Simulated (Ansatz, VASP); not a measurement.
## Ni: VASP beside Ansatz

```
Ni
1.0
     0.00000    1.76795    1.76795
     1.76795    0.00000    1.76795
     1.76795    1.76795    0.00000
Ni
1
Direct
  0.00000 0.00000 0.00000
```

Alike in both runs: task relaxation of cell and atoms; functional PBEsol; k mesh 8 × 8 × 8; occupations gaussian, width 0.1 eV; collinear spin.

|  | VASP | Ansatz |
| --- | --- | --- |
| version | VASP 6.6.1 | Ansatz 0.2.0 |
| potentials or method | VASP PAW PBE potentials, release 64 (Ni), cutoff 600 eV | scalar-relativistic, plane waves, PAW |
| valence electrons in the cell | 10 | 18 |

```tsv
	VASP	Ansatz	Ansatz less VASP
gap on the k mesh at the Fermi level, each at its own relaxed structure (eV)	none	none	-
net moment per atom (μB)	0.70	0.70	+0.001
size of the moment on the site where the two differ most (μB)	0.70	0.73	+0.029
relaxed volume (Å³/atom)	10.40	10.40	-0.001
relaxed length of the cell vector where the two differ most in proportion (Å)	2.450	2.450	-0.0001
```

VASP's potentials were made for PBE, not for PBEsol. Site moments also hang on the region over which each program counts them. A gap of «none» marks a metal or a gap that the smearing closes. VASP's potentials hold 10 valence electrons a cell and Ansatz's 18, so a difference there can come from the potentials and not from the codes.

The k mesh is coarse, so the values compare programs but aren't converged.
